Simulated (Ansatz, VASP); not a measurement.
Two plane-wave programs on TaRu2

INCAR

```
SYSTEM = TaRu2
PREC = Accurate ; ENCUT = 520
EDIFF = 1E-6 ; ISMEAR = 0
SIGMA = 0.1 ; LREAL = .FALSE.
LASPH = .TRUE. ; NELM = 60
ALGO = Normal ; ISIF = 2
LWAVE = .FALSE. ; LCHARG = .FALSE.
GGA = PE ; NBANDS = 26
```

KPOINTS

```
Automatic mesh
0
G
  8 8 8
  0 0 0
```

Contents of POSCAR:

```
TaRu2
1.0
   -1.5361570700      1.5361570700      4.6084712000
    1.5361570700     -1.5361570700      4.6084712000
    1.5361570700      1.5361570700     -4.6084712000
Ta Ru
1 2
Direct
    0.5000000000      0.5000000000      0.0000000000
    0.8333333300      0.8333333300      0.0000000000
    0.1666666700      0.1666666700      0.0000000000
```

Input for Ansatz:

```yaml
crystal:
  lattice:
    - [-1.53615707, 1.53615707, 4.6084712]
    - [1.53615707, -1.53615707, 4.6084712]
    - [1.53615707, 1.53615707, -4.6084712]
  atoms:
    - { symbol: Ta, position: [0.5, 0.5, 0.0] }
    - { symbol: Ru, position: [0.83333333, 0.83333333, 0.0] }
    - { symbol: Ru, position: [0.16666667, 0.16666667, 0.0] }
basis:
  ecutwfc: 420
kpoints:
  mp_grid: { grid: [8, 8, 8] }
hamiltonian:
  xc: pbe
scf:
  occupations: { method: gaussian, width: 0.1 }
  lower_state_search: "off"
output:
  forces: true
  stress: true
  eigenvalues: true
```

Alike in both runs: task single point; functional PBE; k mesh 8 × 8 × 8; occupations gaussian, width 0.1 eV; no spin polarisation.

```csv
,VASP,Ansatz
version,VASP 6.6.1,Ansatz 0.2.0
potentials or method,"VASP PAW PBE potentials, release 64 (Ta_pv, Ru_pv), cutoff 520 eV","scalar-relativistic, plane waves, PAW"
valence electrons in the cell,39,45
```

Ansatz gave:

```
gap on the k mesh at the Fermi level (eV)                     : none
pressure (GPa)                                                : 19.8
traceless stress, the component that is largest in VASP (GPa) : -0.25
rms of the force components (eV/Å)                            : 0.969
```

Problem. Which values does VASP return?

Solution. gap on the k mesh at the Fermi level (eV): none; pressure (GPa): 20.0; traceless stress, the component that is largest in VASP (GPa): -0.28; rms of the force components (eV/Å): 0.955.

Atom by atom the forces differ by 0.014 eV/Å (rms over components). A gap of «none» marks a metal or a gap that the smearing closes. The functional is the same, so the differences come from potentials, cutoffs and numerics. VASP's potentials hold 39 valence electrons a cell and Ansatz's 45, so a difference there can come from the potentials and not from the codes.

The k mesh is coarse, so the values compare programs but aren't converged. Neither program's run includes spin-orbit coupling.
